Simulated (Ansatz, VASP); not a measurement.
Two plane-wave programs on Pd

```xyz
1
Lattice="0.0000 1.9068 1.9068 1.9068 0.0000 1.9068 1.9068 1.9068 0.0000" Properties=species:S:1:pos:R:3 pbc="T T T"
Pd    0.0000    0.0000    0.0000
```

Alike in both runs: task single point; functional PBEsol-based screened hybrid; k mesh 6 × 6 × 6; occupations fermi-dirac, width 0.05 eV; no spin polarisation.

|  | VASP | Ansatz |
| --- | --- | --- |
| version | VASP 6.6.1 | Ansatz 0.2.0 |
| potentials or method | VASP PAW PBE potentials, release 64 (Pd) | Ansatz PAW |
| plane-wave cutoff (eV) | 520 | 420 |
| valence electrons in the cell | 10 | 18 |

Ansatz gave:

| Item | Value |
| --- | --- |
| gap on the k mesh at the Fermi level (eV) | none |
| pressure (GPa) | 6.9 |

Task: Estimate VASP's values.

Result: gap on the k mesh at the Fermi level (eV): none; pressure (GPa): 7.4.

VASP's potentials were made for PBE, not for PBEsol-based screened hybrid. A gap of «none» marks a metal or a gap that the smearing closes. VASP's potentials hold 10 valence electrons a cell and Ansatz's 18, so a difference there can come from the potentials and not from the codes.

The k mesh is coarse, so the values compare programs but aren't converged.
